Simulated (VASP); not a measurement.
Here is a VASP 6.6.1 calculation.

INCAR

```
SYSTEM = Sb
ALGO = Normal
EDIFF = 1E-6
ENCUT = 520
GGA = PE
ISIF = 2
ISMEAR = 0
LASPH = .True.
LCHARG = .False.
LREAL = .False.
LWAVE = .False.
NBANDS = 8
NELM = 100
PREC = Accurate
SIGMA = 0.027000000000000003
```

KPOINTS

```
k-points
0
Gamma
  8 8 8
  0 0 0
```

Contents of POSCAR:

```
Sb
1.0
    3.1600000000      0.0000000000      0.0000000000
    0.0000000000      3.1600000000      0.0000000000
    0.0000000000      0.0000000000      3.1600000000
Sb
1
Direct
    0.0000000000      0.0000000000      0.0000000000
```

Potentials or basis: VASP PAW PBE potentials, release 64 (Sb).

Command:

```bash
$ cat potpaw_PBE.64/Sb/POTCAR > POTCAR
$ mpirun -np 1 vasp_std > vasp.out
```

Problem. What does it give for the pressure?

Solution. -2.3 GPa.
